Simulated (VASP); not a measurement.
# K (Im-3m) in VASP: notebook

The runs below take K through single point, with PBE.

All numbers are computed with VASP 6.6.1; they aren't measurements. Logs are shortened: lines on timing, memory, paths and dates and some standing lists are left out, and cuts for length are marked.

### Step 1. The cell of the first run

Symmetry: Im-3m, No. 229, cubic system. Conventional cell: a = 5.283 Å, b = 5.283 Å, c = 5.283 Å, α = 90.00°, β = 90.00°, γ = 90.00°.

### Step 2. Single point, PBE

File INCAR:

```
SYSTEM = K
ALGO = Normal
EDIFF = 1E-6
ENCUT = 520
GGA = PE
ISIF = 2
ISMEAR = 1
LASPH = .True.
LCHARG = .False.
LREAL = .False.
LWAVE = .False.
NBANDS = 10
NELM = 80
PREC = Accurate
SIGMA = 1.0
```

File KPOINTS:

```
k-points
0
Gamma
  9 9 9
  0 0 0
```

File POSCAR:

```
K
1.0
   -2.6417142217      2.6417142217      2.6417142217
    2.6417142217     -2.6417142217      2.6417142217
    2.6417142217      2.6417142217     -2.6417142217
K
1
Direct
    0.0000000000      0.0000000000      0.0000000000
```

Potentials or basis: VASP PAW PBE potentials, release 64 (K_sv).

The run is started by

```
$ cat potpaw_PBE.64/K_sv/POTCAR > POTCAR
$ mpirun -np 1 vasp_std > vasp.out
```

OUTCAR:

```text
SYSTEM = K
   EDIFF = 1E-6
   ENCUT = 520
   GGA = PE
   ISIF = 2
   ISMEAR = 1
   LASPH = .True.
   LREAL = .False.
   NELM = 80
   PREC = Accurate

 ion  position               nearest neighbor table
   1  0.000  0.000  0.000-

  LATTYP: Found a body centered cubic cell.
 ALAT       =     5.2834284434

  Lattice vectors:

 A1 = (  -2.6417142217,   2.6417142217,   2.6417142217)
 A2 = (   2.6417142217,  -2.6417142217,   2.6417142217)
 A3 = (   2.6417142217,   2.6417142217,  -2.6417142217)

Analysis of symmetry for initial positions (statically):
=====================================================================
 Subroutine PRICEL returns:
 Original cell was already a primitive cell.

 Routine SETGRP: Setting up the symmetry group for a
 body centered cubic supercell.

 Subroutine GETGRP returns: Found 48 space group operations
 (whereof 48 operations were pure point group operations)
 out of a pool of 48 trial point group operations.

The static configuration has the point symmetry O_h .

Analysis of symmetry for dynamics (positions and initial velocities):
=====================================================================
 Subroutine PRICEL returns:
 Original cell was already a primitive cell.

 Routine SETGRP: Setting up the symmetry group for a
 body centered cubic supercell.

 Subroutine GETGRP returns: Found 48 space group operations
 (whereof 48 operations were pure point group operations)
 out of a pool of 48 trial point group operations.

The dynamic configuration has the point symmetry O_h .

 Subroutine INISYM returns: Found 48 space group operations
 (whereof 48 operations are pure point group operations),
 and found     1 'primitive' translations

----------------------------------------------------------------------------------------

                                     Primitive cell

  volume of cell :      73.7424

  direct lattice vectors                    reciprocal lattice vectors
    -2.641714222  2.641714222  2.641714222     0.000000000  0.189271041  0.189271041
     2.641714222 -2.641714222  2.641714222     0.189271041  0.000000000  0.189271041
     2.641714222  2.641714222 -2.641714222     0.189271041  0.189271041  0.000000000

  length of vectors
     4.575583251  4.575583251  4.575583251     0.267669673  0.267669673  0.267669673

  position of ions in fractional coordinates (direct lattice)
     0.000000000  0.000000000  0.000000000

  ion indices of the primitive-cell ions
   primitive index   ion index
                 1           1

----------------------------------------------------------------------------------------

 KPOINTS: k-points

Automatic generation of k-mesh.
 Grid dimensions read from file:
 generate k-points for:    9    9    9

 Generating k-lattice:

  Cartesian coordinates                     Fractional coordinates (reciprocal lattice)
     0.000000000  0.021030116  0.021030116     0.111111111  0.000000000  0.000000000
     0.021030116  0.000000000  0.021030116     0.000000000  0.111111111  0.000000000
     0.021030116  0.021030116  0.000000000     0.000000000  0.000000000  0.111111111

  Length of vectors
     0.029741075  0.029741075  0.029741075

  Shift w.r.t. Gamma in fractional coordinates (k-lattice)
     0.000000000  0.000000000  0.000000000

 Subroutine IBZKPT returns following result:
 ===========================================

 Found     35 irreducible k-points:

 Following reciprocal coordinates:
            Coordinates               Weight
  0.000000  0.000000  0.000000      1.000000
  0.111111  0.000000  0.000000     12.000000
  0.222222  0.000000  0.000000     12.000000
  0.333333  0.000000  0.000000     12.000000
  0.444444  0.000000  0.000000     12.000000
  0.111111  0.111111  0.000000     24.000000
[... 16 lines left out ...]
 -0.333333  0.444444  0.111111     48.000000
 -0.444444 -0.444444  0.111111     24.000000
 [... further k-points ...]
   k-points           NKPTS =     35   k-points in BZ     NKDIM =     35   number of bands    NBANDS=     10
   number of dos      NEDOS =    301   number of ions     NIONS =      1
   total plane-waves  NPLWV =  46656
   dimension x,y,z NGX =    36 NGY =   36 NGZ =   36
   dimension x,y,z NGXF=    72 NGYF=   72 NGZF=   72
   ions per type =               1
   NGX,Y,Z   is equivalent  to a cutoff of  13.08, 13.08, 13.08 a.u.
   NGXF,Y,Z  is equivalent  to a cutoff of  26.16, 26.16, 26.16 a.u.
 SYSTEM =  K
   PREC   = accura    normal or accurate (medium, high low for compatibility)
   ISTART =      0    job   : 0-new  1-cont  2-samecut
   ICHARG =      2    charge: 1-file 2-atom 10-const
   ISPIN  =      1    spin polarized calculation?
   LNONCOLLINEAR =      F non collinear calculations
   LSORBIT =      F    spin-orbit coupling
   LASPH  =      T    aspherical Exc in radial PAW
   ENCUT  =  520.0 eV  38.22 Ry    6.18 a.u.   8.51  8.51  8.51*2*pi/ulx,y,z
   NELM   =     80;   NELMIN=  2; NELMDL= -5     # of ELM steps
   EDIFF  = 0.1E-05   stopping-criterion for ELM
   LREAL  =      F    real-space projection
   EDIFFG = 0.1E-04   stopping-criterion for IOM
   NSW    =      0    number of steps for IOM
   IBRION =     -1    ionic relax: 0-MD 1-quasi-New 2-CG
   NFREE  =      0    steps in history (QN), initial steepest desc. (CG)
   ISIF   =      2    stress and relaxation
   ISYM   =      2    0-nonsym 1-usesym 2-fastsym
   POTIM  = 0.5000    time-step for ionic-motion
   TEBEG  =    0.0;   TEEND  =   0.0 temperature during run
   PSTRESS=    0.0 pullay stress
   NELECT =       9.0000    total number of electrons
   NUPDOWN=      -1.0000    fix difference up-down
   EMIN   =  10.00;   EMAX   =-10.00  energy-range for DOS
   EFERMI =   0.00;   METHOD = LEGACY
   ISMEAR =     1;   SIGMA  =   1.00  broadening in eV -4-tet -1-fermi 0-gaus
   EFERMI_NEDOS =   21; number of points for ismear=-14 and -15
   IALGO  =     38    algorithm
   IMIX   =      4    mixing-type and parameters
     AMIX     =   0.40;   BMIX     =  1.00
     AMIX_MAG =   1.60;   BMIX_MAG =  1.00
  volume/ion in A,a.u.               =      73.74       497.64
  Fermi-wavevector in a.u.,A,eV,Ry     =   0.812051  1.534553  8.972041  0.659426
  Thomas-Fermi vector in A             =   1.921523
   LORBIT       =      0    0 simple, 1 ext, 2 COOP (PROOUT), +10 PAW based schemes
   GGA     = PE    functional components
   LHFCALC =     F    Hartree Fock is set to
   AEXX    =    0.0000 exact exchange contribution
   IVDW    =     0    specifies the selected vdW correction
   LEPSILON=     F    determine dielectric tensor
   LRPA    =     F    only Hartree local field effects (RPA)
 non-spin polarized calculation
 Methfessel and Paxton  Order N= 1 SIGMA  =   1.00
  energy-cutoff  :      520.00
  volume of cell :       73.74
 maximum number of plane-waves:      2006
 NGX is ok and might be reduce to    36
   NGX = 17   NGY = 17   NGZ = 17

 number of electron       9.0000001 magnetization

 Free energy of the ion-electron system (eV)
  ---------------------------------------------------
  ext. energy  EPLUGINS =         0.00000000
  ---------------------------------------------------
  free energy    TOTEN  =        -1.04424386 eV

  energy without entropy =       -1.05323087  energy(sigma->0) =       -1.04723953

 E-fermi :  -0.1110     XC(G=0):  -5.6454

 val. band max:       -0.1864263039   @ k =  -0.3333   0.4444   0.1111
 cond. band min:      -0.0772922658   @ k =   0.4444   0.0000   0.0000
 fundamental gap:      0.1091340381
 Fermi energy:        -0.1110448684

 k-point     1 :       0.0000    0.0000    0.0000
  band No.  band energies     occupation
      1     -32.2612      2.00000
      2     -15.7108      2.00000
      3     -15.7108      2.00000
      4     -15.7108      2.00000
      5      -2.2787      2.00896
      6       4.1645     -0.00000
      7       4.1645     -0.00000
      8       4.1645     -0.00000
      9       5.0732     -0.00000
     10       5.0732     -0.00000

 k-point     2 :       0.1111    0.0000    0.0000
  band No.  band energies     occupation
      1     -32.2608      2.00000
      2     -15.7188      2.00000
      3     -15.7135      2.00000
      4     -15.7108      2.00000
      5      -2.1259      2.01524
      6       3.9098     -0.00000
      7       3.9732     -0.00000
      8       4.2860     -0.00000
      9       4.8595     -0.00000
     10       5.0365     -0.00000

 k-point     3 :       0.2222    0.0000    0.0000
  band No.  band energies     occupation
      1     -32.2596      2.00000
      2     -15.7387      2.00000
      3     -15.7202      2.00000
      4     -15.7107      2.00000
      5      -1.6793      2.04907
      6       3.0598     -0.00007
      7       3.5882     -0.00000
      8       4.6442     -0.00000
      9       4.8673     -0.00000
     10       5.0135     -0.00000

 k-point     4 :       0.3333    0.0000    0.0000
  band No.  band energies     occupation
      1     -32.2582      2.00000
      2     -15.7611      2.00000
      3     -15.7278      2.00000
      4     -15.7107      2.00000
      5      -0.9749      2.00927
      6       2.0281     -0.00994
      7       3.2489     -0.00002
      8       4.9106     -0.00000
      9       5.1293     -0.00000
     10       5.2201     -0.00000
[... 222 lines left out ...]
 k-point    22 :      -0.4444    0.4444    0.1111
  band No.  band energies     occupation
      1     -32.2569      2.00000
      2     -15.7735      2.00000
      3     -15.7357      2.00000
      4     -15.7165      2.00000
      5       0.0520      0.72808
      6       1.0712     -0.07033
      7       3.0974     -0.00006
      8       4.0453     -0.00000
      9       5.3690     -0.00000
     10       5.9605     -0.00000

 k-point    23 :      -0.3333    0.4444    0.1111
  band No.  band energies     occupation
      1     -32.2568      2.00000
      2     -15.7657      2.00000
      3     -15.7396      2.00000
      4     -15.7215      2.00000
      5      -0.1864      1.12719
      6       1.7043     -0.02770
      7       2.7446     -0.00041
      8       4.1180     -0.00000
      9       4.9745     -0.00000
     10       5.5930     -0.00000

 k-point    24 :      -0.4444   -0.4444    0.1111
  band No.  band energies     occupation
      1     -32.2564      2.00000
      2     -15.7710      2.00000
      3     -15.7432      2.00000
      4     -15.7214      2.00000
      5       0.7337     -0.00127
      6       0.7580     -0.01132
      7       2.6102     -0.00081
      8       4.0530     -0.00000
      9       5.1534     -0.00000
     10       5.6624     -0.00000

 [... further k-points ...]

------------------------ aborting loop because EDIFF is reached ----------------------------------------

  FORCE on cell =-STRESS in cart. coord.  units (eV):
  Direction    XX          YY          ZZ          XY          YZ          ZX
  --------------------------------------------------------------------------------------
  -------------------------------------------------------------------------------------
  Total        0.0001482      0.0001482      0.0001482     -0.0000000      0.0000000     -0.0000000
  in kB        0.0032210      0.0032210      0.0032210     -0.0000000      0.0000000     -0.0000000
  external PRESSURE =       0.0032210 kB  Pullay stress =       0.0000000 kB

 VOLUME and BASIS-vectors are now :
 -----------------------------------------------------------------------------
  energy-cutoff  :      520.00
  volume of cell :       73.74
      direct lattice vectors                 reciprocal lattice vectors
    -2.641714222  2.641714222  2.641714222     0.000000000  0.189271041  0.189271041
     2.641714222 -2.641714222  2.641714222     0.189271041  0.000000000  0.189271041
     2.641714222  2.641714222 -2.641714222     0.189271041  0.189271041  0.000000000

 POSITION                                       TOTAL-FORCE (eV/Angst)
 -----------------------------------------------------------------------------------
      0.00000      0.00000      0.00000        -0.000000      0.000000      0.000000
 -----------------------------------------------------------------------------------
    total drift:                               -0.000000     -0.000000      0.000000

  FREE ENERGIE OF THE ION-ELECTRON SYSTEM (eV)
  ---------------------------------------------------
  free  energy   TOTEN  =        -1.0442438619 eV

  energy  without entropy=       -1.0532308680  energy(sigma->0) =       -1.04723953
```

It took 36 s on 1 thread of AMD EPYC 7R13, shared host; peak memory 0.17 GiB.

What came out:

```yaml
Free_energy: -1.0442 eV
Pressure: 0.0 GPa
Band_gap_on_the_k_mesh: zero (an odd number of electrons rules out a gap without spin polarisation)
```

Levels at points of the mesh, in eV from the Fermi level:
| k point | band 2 | band 3 | band 4 | band 5 | band 6 | band 7 |
| --- | --- | --- | --- | --- | --- | --- |
| (0.00, 0.00, 0.00) | -15.60 | -15.60 | -15.60 | -2.17 | 4.28 | 4.28 |

Caveat: so wide a smearing shifts energies and pressures.

### Step 3. Single point, PBE

File INCAR:

```
SYSTEM = K
  PREC = Accurate
  ENCUT = 520
  EDIFF = 1E-6
  ISMEAR = -1
  SIGMA = 0.1
  LREAL = .False.
  LASPH = .True.
  NELM = 80
  ALGO = Normal
  ISIF = 2
  LWAVE = .False.
  LCHARG = .False.
  GGA = PE
  NBANDS = 10
```

File KPOINTS:

```
Automatic mesh
0
Gamma
  12 12 12
  0 0 0
```

POSCAR is that of step 2.

Potentials or basis: VASP PAW PBE potentials, release 64 (K_sv).

The run is started by

```
$ cat potpaw_PBE.64/K_sv/POTCAR > POTCAR
$ mpirun -np 1 vasp_std > vasp.out
```

It took 58 s on 1 thread of AMD EPYC 7R13, shared host; peak memory 0.19 GiB.

Results (log left out):

| Quantity | Value |
| --- | --- |
| Free energy | -1.0599 eV |
| Pressure | 0.0 GPa |
| Band gap on the k mesh | zero (an odd number of electrons rules out a gap without spin polarisation) |

Levels at points of the mesh, in eV from the Fermi level:
```
           k point  band 1  band 2  band 3  band 4  band 5  band 6  band 7  band 8
(0.00, 0.00, 0.00)  -32.13  -15.58  -15.58  -15.58   -2.15    4.29    4.29    4.29
(0.50, 0.00, 0.00)  -32.13  -15.65  -15.60  -15.58    0.45    0.69    3.17    4.86
(0.50, 0.50, 0.50)  -32.12  -15.63  -15.63  -15.63    1.68    1.68    3.47    3.47
```
